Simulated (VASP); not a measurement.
Crystal: AgCl.

```
Ag Cl
1.0
     0.00000    2.80603    2.80603
     2.80603    0.00000    2.80603
     2.80603    2.80603    0.00000
Ag Cl
1 1
Direct
  0.00000 0.00000 0.00000
  0.50000 0.50000 0.50000
```

| Property | Result |
| --- | --- |
| Program | VASP 6.6.1 |
| Task | relaxation of cell and atoms |
| Functional | r2SCAN |
| Potentials or basis | VASP PAW PBE potentials, release 64 (Ag, Cl) |
| Cutoff | 600 eV |
| k mesh | 8 × 8 × 8 |
| Occupations | fermi-dirac, width 0.02 eV |
| Spin | no spin polarisation |

At the start: pressure -1.7 GPa; volume 22.09 Å³/atom.

Problem. How do energy, volume and symmetry change on relaxing?

Solution. Over 3 steps the energy falls by 4.4 meV/atom and the volume is 21.31 Å³/atom (-3.6 %); space group Fm-3m (No. 225, to 0.05 Å).

Step by step:
| step | energy change (eV) | largest force (eV/Å) | pressure (GPa) | volume (Å³) |
| --- | --- | --- | --- | --- |
| 1 | 0.0000 | 0.0000 | -1.70 | 44.19 |
| 2 | -0.0087 | 0.0000 | -0.12 | 42.71 |
| 3 | -0.0087 | 0.0000 | -0.02 | 42.61 |

Final structure:
```xyz
2
Lattice="0.0000 2.7722 2.7722 2.7722 0.0000 2.7722 2.7722 2.7722 0.0000" Properties=species:S:1:pos:R:3 pbc="T T T"
Ag    0.0000    0.0000    0.0000
Cl    2.7722    2.7722    2.7722
```

Caveat: the PAW data sets were made with another functional, which shifts forces and pressure a little.
